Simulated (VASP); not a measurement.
# TiCo2: single point with PBEsol

Crystal: TiCo2.

```
CELL_PARAMETERS angstrom
0.00000 3.27632 3.01421
3.27632 0.00000 3.01421
3.27632 3.27632 0.00000
ATOMIC_POSITIONS crystal
Ti 0.50000 0.50000 0.50000
Ti 0.75000 0.75000 0.75000
Co 0.12500 0.12500 0.12500
Co 0.62500 0.12500 0.12500
Co 0.12500 0.12500 0.62500
Co 0.12500 0.62500 0.12500
```

This cell differs from its parent crystal: strain +0.000 along x and y, -0.080 along z.

```yaml
Program: VASP 6.6.1
Task: single point
Functional: PBEsol
Potentials_or_basis: VASP PAW PBE potentials, release 64 (Ti_sv, Co)
Cutoff: 520 eV
k_mesh: 12 × 12 × 12
Occupations: gaussian, width 0.15 eV
Spin: no spin polarisation
Dipole_correction: no
Further_INCAR_settings: ALGO = Fast; EDIFF = 1e-06; NBANDS = 39
```

```
Pressure               : 23.0 GPa
Band gap on the k mesh : zero (bands 30 and 31 overlap by 0.72 eV)
```

Stress tensor (GPa, compression positive):
```
17.07  0.00  0.00
 0.00 17.07  0.00
 0.00  0.00 34.78
```

Levels at points of the mesh, in eV from the Fermi level:
```
           k point  band 28  band 29  band 30  band 31  band 32  band 33
(0.00, 0.00, 0.00)    -0.64    -0.60    -0.49    -0.49     0.85     0.85
(0.50, 0.00, 0.00)    -0.48    -0.35     0.04     0.11     0.56     0.64
(0.50, 0.50, 0.00)    -0.88    -0.79    -0.79     0.08     0.08     1.11
(0.50, 0.00, 0.50)    -0.58    -0.56    -0.56    -0.02    -0.02     0.92
```

Wall time 12 min on 1 thread of AMD EPYC 9R45 96-Core Processor (Zen 5), with other jobs on the host, peak memory 0.42 GiB.

Caveat: the cell differs from its parent crystal (strain +0.000 along x and y, -0.080 along z); the stress differs along the axes, from 17 to 35 GPa; the PAW data sets were made with another functional, which shifts forces and pressure a little; the run has no spin polarisation, though such a crystal can be magnetic. Spin polarisation is off, so any magnetic state and its effect on volume and gap are missing.
